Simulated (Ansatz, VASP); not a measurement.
Hf2Bi3O2 in VASP and in Ansatz

```
Hf Bi O
1.0
     4.94794    0.00000    0.00000
    -2.47397    4.28504    0.00000
     0.00000    0.00000    9.01632
Hf Bi O
2 3 2
Direct
  0.33333 0.66667 0.00000
  0.66667 0.33333 0.00000
  0.00000 0.00000 0.65519
  0.00000 0.00000 0.34481
  0.00000 0.00000 0.00000
  0.33333 0.66667 0.50000
  0.66667 0.33333 0.50000
```

Alike in both runs: functional PBE; k mesh 5 × 5 × 2; occupations gaussian, width 0.2 eV; no spin polarisation.

Ansatz relaxed the structure, and its values are those at the end. VASP's run is a single point on that final structure, the one shown.

|  | VASP | Ansatz |
| --- | --- | --- |
| version | VASP 6.6.1 | Ansatz 0.2.0 |
| potentials or method | VASP PAW PBE potentials, release 64 (Hf_pv, Bi_d, O), cutoff 600 eV | scalar-relativistic, plane waves, PAW |
| valence electrons in the cell | 77 | 109 |

```tsv
	VASP	Ansatz	Ansatz less VASP
gap on the k mesh at the Fermi level (eV)	none	none	-
pressure (GPa)	-0.2	0.0	+0.19
```

A gap of «none» marks a metal or a gap that the smearing closes. VASP's potentials hold 77 valence electrons a cell and Ansatz's 109, so a difference there can come from the potentials and not from the codes.

Neither program's run includes spin-orbit coupling.
